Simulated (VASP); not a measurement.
# As (Cmmm) in VASP: a series of runs

As is run at these levels: PBE; tasks: single point, relaxation of cell and atoms.

Everything below comes from runs of VASP 6.6.1. Logs are shortened: lines on timing, memory, paths and dates and some standing lists are left out, and cuts for length are marked.

## 1. The cell of the first run

It takes space group Cmmm (No. 65, orthorhombic). Conventional cell: a = 3.399 Å, b = 3.983 Å, c = 3.595 Å, α = 90.00°, β = 90.00°, γ = 90.00°. Within 3.5 Å of As (site symmetry mmm) lie 6 As at 2.62 to 3.40 Å.

## 2. Single point, PBE

Contents of INCAR:

```
SYSTEM = As
PREC = Accurate
ENCUT = 520
EDIFF = 1E-6
ISMEAR = 0
SIGMA = 0.1
LREAL = .False.
LASPH = .True.
NELM = 60
ALGO = Normal
ISIF = 2
LWAVE = .False.
LCHARG = .False.
GGA = PE
NBANDS = 8
```

Contents of KPOINTS:

```
regular mesh
0
Gamma
  6 6 6
  0 0 0
```

Contents of POSCAR:

```
As
1.0
    1.6993612400     -1.9914662700      0.0000000000
    1.6993612400      1.9914662700      0.0000000000
    0.0000000000      0.0000000000      3.5952094400
As
1
Direct
    0.0000000000      0.0000000000      0.0000000000
```

Potentials or basis: VASP PAW PBE potentials, release 64 (As).

The run is started by

```
$ cat potpaw_PBE.64/As/POTCAR > POTCAR
$ mpirun -np 1 vasp_std > vasp.out
```

OUTCAR:

```text
SYSTEM = As
   PREC = Accurate
   ENCUT = 520
   EDIFF = 1E-6
   ISMEAR = 0
   LREAL = .False.
   LASPH = .True.
   NELM = 60
   ISIF = 2
   GGA = PE

 ion  position               nearest neighbor table
   1  0.000  0.000  0.000-

  LATTYP: Found a base centered orthorhombic cell.
 ALAT       =     3.3987224800
 B/A-ratio  =     1.1718910748
 C/A-ratio  =     1.0578120047

  Lattice vectors:

 A1 = (   1.6993612400,  -1.9914662700,   0.0000000000)
 A2 = (   1.6993612400,   1.9914662700,   0.0000000000)
 A3 = (   0.0000000000,   0.0000000000,   3.5952094400)

Analysis of symmetry for initial positions (statically):
=====================================================================
 Subroutine PRICEL returns:
 Original cell was already a primitive cell.

 Routine SETGRP: Setting up the symmetry group for a
 base centered orthorhombic supercell.

 Subroutine GETGRP returns: Found  8 space group operations
 (whereof  8 operations were pure point group operations)
 out of a pool of  8 trial point group operations.

The static configuration has the point symmetry D_2h.

Analysis of symmetry for dynamics (positions and initial velocities):
=====================================================================
 Subroutine PRICEL returns:
 Original cell was already a primitive cell.

 Routine SETGRP: Setting up the symmetry group for a
 base centered orthorhombic supercell.

 Subroutine GETGRP returns: Found  8 space group operations
 (whereof  8 operations were pure point group operations)
 out of a pool of  8 trial point group operations.

The dynamic configuration has the point symmetry D_2h.

 Subroutine INISYM returns: Found  8 space group operations
 (whereof  8 operations are pure point group operations),
 and found     1 'primitive' translations

----------------------------------------------------------------------------------------

                                     Primitive cell

  volume of cell :      24.3340

  direct lattice vectors                    reciprocal lattice vectors
     1.699361240 -1.991466270  0.000000000     0.294228201 -0.251071287  0.000000000
     1.699361240  1.991466270  0.000000000     0.294228201  0.251071287  0.000000000
     0.000000000  0.000000000  3.595209440     0.000000000  0.000000000  0.278147912

  length of vectors
     2.617969925  2.617969925  3.595209440     0.386790674  0.386790674  0.278147912

  position of ions in fractional coordinates (direct lattice)
     0.000000000  0.000000000  0.000000000

  ion indices of the primitive-cell ions
   primitive index   ion index
                 1           1

----------------------------------------------------------------------------------------

 KPOINTS: regular mesh

Automatic generation of k-mesh.
 Grid dimensions read from file:
 generate k-points for:    6    6    6

 Generating k-lattice:

  Cartesian coordinates                     Fractional coordinates (reciprocal lattice)
     0.049038033 -0.041845215  0.000000000     0.166666667  0.000000000  0.000000000
     0.049038033  0.041845215  0.000000000     0.000000000  0.166666667  0.000000000
     0.000000000  0.000000000  0.046357985     0.000000000  0.000000000  0.166666667

  Length of vectors
     0.064465112  0.064465112  0.046357985

  Shift w.r.t. Gamma in fractional coordinates (k-lattice)
     0.000000000  0.000000000  0.000000000

 Subroutine IBZKPT returns following result:
 ===========================================

 Found     52 irreducible k-points:

 Following reciprocal coordinates:
            Coordinates               Weight
  0.000000  0.000000  0.000000      1.000000
  0.166667  0.000000  0.000000      4.000000
  0.333333  0.000000  0.000000      4.000000
  0.500000  0.000000  0.000000      2.000000
  0.166667  0.166667  0.000000      2.000000
  0.333333  0.166667  0.000000      4.000000
[... 16 lines left out ...]
  0.333333  0.333333  0.166667      4.000000
  0.500000  0.333333  0.166667      8.000000
 [... further k-points ...]
   k-points           NKPTS =     52   k-points in BZ     NKDIM =     52   number of bands    NBANDS=      8
   number of dos      NEDOS =    301   number of ions     NIONS =      1
   total plane-waves  NPLWV =  11200
   dimension x,y,z NGX =    20 NGY =   20 NGZ =   28
   dimension x,y,z NGXF=    40 NGYF=   40 NGZF=   56
   ions per type =               1
   NGX,Y,Z   is equivalent  to a cutoff of  12.70, 12.70, 12.95 a.u.
   NGXF,Y,Z  is equivalent  to a cutoff of  25.40, 25.40, 25.89 a.u.
 SYSTEM =  As
   PREC   = accura    normal or accurate (medium, high low for compatibility)
   ISTART =      0    job   : 0-new  1-cont  2-samecut
   ICHARG =      2    charge: 1-file 2-atom 10-const
   ISPIN  =      1    spin polarized calculation?
   LNONCOLLINEAR =      F non collinear calculations
   LSORBIT =      F    spin-orbit coupling
   LASPH  =      T    aspherical Exc in radial PAW
   ENCUT  =  520.0 eV  38.22 Ry    6.18 a.u.   4.87  4.87  6.68*2*pi/ulx,y,z
   NELM   =     60;   NELMIN=  2; NELMDL= -5     # of ELM steps
   EDIFF  = 0.1E-05   stopping-criterion for ELM
   LREAL  =      F    real-space projection
   EDIFFG = 0.1E-04   stopping-criterion for IOM
   NSW    =      0    number of steps for IOM
   IBRION =     -1    ionic relax: 0-MD 1-quasi-New 2-CG
   NFREE  =      0    steps in history (QN), initial steepest desc. (CG)
   ISIF   =      2    stress and relaxation
   ISYM   =      2    0-nonsym 1-usesym 2-fastsym
   POTIM  = 0.5000    time-step for ionic-motion
   TEBEG  =    0.0;   TEEND  =   0.0 temperature during run
   PSTRESS=    0.0 pullay stress
   NELECT =       5.0000    total number of electrons
   NUPDOWN=      -1.0000    fix difference up-down
   EMIN   =  10.00;   EMAX   =-10.00  energy-range for DOS
   EFERMI =   0.00;   METHOD = LEGACY
   ISMEAR =     0;   SIGMA  =   0.10  broadening in eV -4-tet -1-fermi 0-gaus
   EFERMI_NEDOS =   21; number of points for ismear=-14 and -15
   IALGO  =     38    algorithm
   IMIX   =      4    mixing-type and parameters
     AMIX     =   0.40;   BMIX     =  1.00
     AMIX_MAG =   1.60;   BMIX_MAG =  1.00
  volume/ion in A,a.u.               =      24.33       164.21
  Fermi-wavevector in a.u.,A,eV,Ry     =   0.966037  1.825546 12.697338  0.933228
  Thomas-Fermi vector in A             =   2.095805
   LORBIT       =      0    0 simple, 1 ext, 2 COOP (PROOUT), +10 PAW based schemes
   GGA     = PE    functional components
   LHFCALC =     F    Hartree Fock is set to
   AEXX    =    0.0000 exact exchange contribution
   IVDW    =     0    specifies the selected vdW correction
   LEPSILON=     F    determine dielectric tensor
   LRPA    =     F    only Hartree local field effects (RPA)
 non-spin polarized calculation
 Gauss-broadening in eV      SIGMA  =   0.10
  energy-cutoff  :      520.00
  volume of cell :       24.33
 maximum number of plane-waves:       676
   NGX =  9   NGY =  9   NGZ = 13

 number of electron       4.9999999 magnetization

 Free energy of the ion-electron system (eV)
  ---------------------------------------------------
  ext. energy  EPLUGINS =         0.00000000
  ---------------------------------------------------
  free energy    TOTEN  =        -4.21423460 eV

  energy without entropy =       -4.20926253  energy(sigma->0) =       -4.21174857

 E-fermi :   3.5180     XC(G=0):  -9.4152

 val. band max:        3.5095038749   @ k =  -0.3333   0.3333   0.5000
 cond. band min:       3.5518905246   @ k =   0.5000   0.3333   0.3333
 fundamental gap:      0.0423866497
 Fermi energy:         3.5179836185

 k-point     1 :       0.0000    0.0000    0.0000
  band No.  band energies     occupation
      1     -10.3365      2.00000
      2       2.4177      2.00000
      3       7.8453      0.00000
      4       9.6916      0.00000
      5      10.6564      0.00000
      6      14.2922      0.00000
      7      16.6573      0.00000
      8      24.9041      0.00000

 k-point     2 :       0.1667    0.0000    0.0000
  band No.  band energies     occupation
      1      -9.7557      2.00000
      2       2.9563      2.00000
      3       5.6076      0.00000
      4       8.4409      0.00000
      5      10.4453      0.00000
      6      16.0542      0.00000
      7      19.5421      0.00000
      8      20.3219      0.00000

 k-point     3 :       0.3333    0.0000    0.0000
  band No.  band energies     occupation
      1      -8.0921      2.00000
      2       0.4234      2.00000
      3       4.3764      0.00000
      4      10.1935      0.00000
      5      11.1700      0.00000
      6      14.6990      0.00000
      7      16.7704      0.00000
      8      18.3109      0.00000

 k-point     4 :       0.5000    0.0000    0.0000
  band No.  band energies     occupation
      1      -6.4444      2.00000
      2      -2.4481      2.00000
      3       5.4670      0.00000
      4      11.6868      0.00000
      5      12.4588      0.00000
      6      12.5512      0.00000
      7      13.9166      0.00000
      8      17.2883      0.00000

 k-point     5 :       0.1667    0.1667    0.0000
  band No.  band energies     occupation
      1      -9.0123      2.00000
      2       3.6288      0.11699
      3       5.2245      0.00000
      4       5.5244      0.00000
      5       9.2206      0.00000
      6      18.6963      0.00000
      7      20.0156      0.00000
      8      20.9800      0.00000

 k-point     6 :       0.3333    0.1667    0.0000
  band No.  band energies     occupation
      1      -7.2288      2.00000
      2       0.3511      2.00000
      3       5.1027      0.00000
      4       6.1952      0.00000
      5      11.1469      0.00000
      6      14.6796      0.00000
      7      17.3816      0.00000
      8      20.2150      0.00000

 k-point     7 :       0.5000    0.1667    0.0000
  band No.  band energies     occupation
      1      -5.9365      2.00000
      2      -1.8389      2.00000
      3       5.9352      0.00000
      4       7.7589      0.00000
      5      13.0466      0.00000
      6      13.1021      0.00000
      7      14.2938      0.00000
      8      16.4399      0.00000
[... 133 lines left out ...]
 k-point    20 :       0.5000    0.1667    0.1667
  band No.  band energies     occupation
      1      -5.8096      2.00000
      2      -1.7172      2.00000
      3       4.8845      0.00000
      4       7.8850      0.00000
      5      10.6646      0.00000
      6      14.8806      0.00000
      7      15.9122      0.00000
      8      18.0554      0.00000

 k-point    21 :      -0.3333    0.1667    0.1667
  band No.  band energies     occupation
      1      -7.6882      2.00000
      2       1.6755      2.00000
      3       3.4352      1.75823
      4       8.5747      0.00000
      5      11.9899      0.00000
      6      14.4031      0.00000
      7      14.9112      0.00000
      8      20.6490      0.00000

 k-point    22 :      -0.1667    0.1667    0.1667
  band No.  band energies     occupation
      1      -9.2128      2.00000
      2       2.0379      2.00000
      3       6.3371      0.00000
      4       7.7496      0.00000
      5      10.8816      0.00000
      6      17.6312      0.00000
      7      19.0551      0.00000
      8      19.3658      0.00000

 k-point    23 :       0.3333    0.3333    0.1667
  band No.  band energies     occupation
      1      -5.2519      2.00000
      2       0.9807      2.00000
      3       2.0502      2.00000
      4       5.4822      0.00000
      5      12.8079      0.00000
      6      14.0599      0.00000
      7      14.9037      0.00000
      8      16.1847      0.00000

 k-point    24 :       0.5000    0.3333    0.1667
  band No.  band energies     occupation
      1      -4.3011      2.00000
      2      -0.2322      2.00000
      3       3.3072      1.99712
      4       6.1596      0.00000
      5      10.6129      0.00000
      6      12.4432      0.00000
      7      15.4443      0.00000
      8      16.9408      0.00000

 [... further k-points ...]

------------------------ aborting loop because EDIFF is reached ----------------------------------------

  FORCE on cell =-STRESS in cart. coord.  units (eV):
  Direction    XX          YY          ZZ          XY          YZ          ZX
  --------------------------------------------------------------------------------------
  -------------------------------------------------------------------------------------
  Total        0.7869419     -0.7633844     -0.9111563     -0.0000000      0.0000000      0.0000000
  in kB       51.8131946    -50.2621440    -59.9916217     -0.0000000      0.0000000      0.0000000
  external PRESSURE =     -19.4801904 kB  Pullay stress =       0.0000000 kB

 VOLUME and BASIS-vectors are now :
 -----------------------------------------------------------------------------
  energy-cutoff  :      520.00
  volume of cell :       24.33
      direct lattice vectors                 reciprocal lattice vectors
     1.699361240 -1.991466270  0.000000000     0.294228201 -0.251071287  0.000000000
     1.699361240  1.991466270  0.000000000     0.294228201  0.251071287  0.000000000
     0.000000000  0.000000000  3.595209440     0.000000000  0.000000000  0.278147912

 POSITION                                       TOTAL-FORCE (eV/Angst)
 -----------------------------------------------------------------------------------
      0.00000      0.00000      0.00000         0.000000      0.000000      0.000000
 -----------------------------------------------------------------------------------
    total drift:                               -0.000000      0.000000      0.000000

  FREE ENERGIE OF THE ION-ELECTRON SYSTEM (eV)
  ---------------------------------------------------
  free  energy   TOTEN  =        -4.2142346047 eV

  energy  without entropy=       -4.2092625269  energy(sigma->0) =       -4.21174857
```

Run time: 5.9 s. Hardware: 1 thread of Intel Xeon Platinum 8259CL at 2.50GHz (Skylake/Cascade Lake), shared host; peak memory 0.13 GiB.

What came out:

```
Free energy : -4.2142 eV
Pressure    : -1.9 GPa
```

Levels at points of the mesh, in eV from the Fermi level:
```
           k point  band 1  band 2  band 3  band 4  band 5  band 6
(0.00, 0.00, 0.00)  -13.85   -1.10    4.33    6.17    7.14   10.77
(0.50, 0.00, 0.00)   -9.96   -5.97    1.95    8.17    8.94    9.03
(0.50, 0.50, 0.00)   -6.22   -4.14   -1.53    4.40    4.49   11.25
(0.00, 0.00, 0.50)  -13.28   -4.87    6.54    7.52   11.32   13.85
(0.50, 0.00, 0.50)   -9.40   -5.42   -1.29    3.77    8.55   14.16
(0.50, 0.50, 0.50)   -5.60   -3.69   -1.11    1.59    5.34    6.57
```

Caveat: the k points lie up to 0.41 Å⁻¹ apart.

(Part 1 of 2 ends here.)
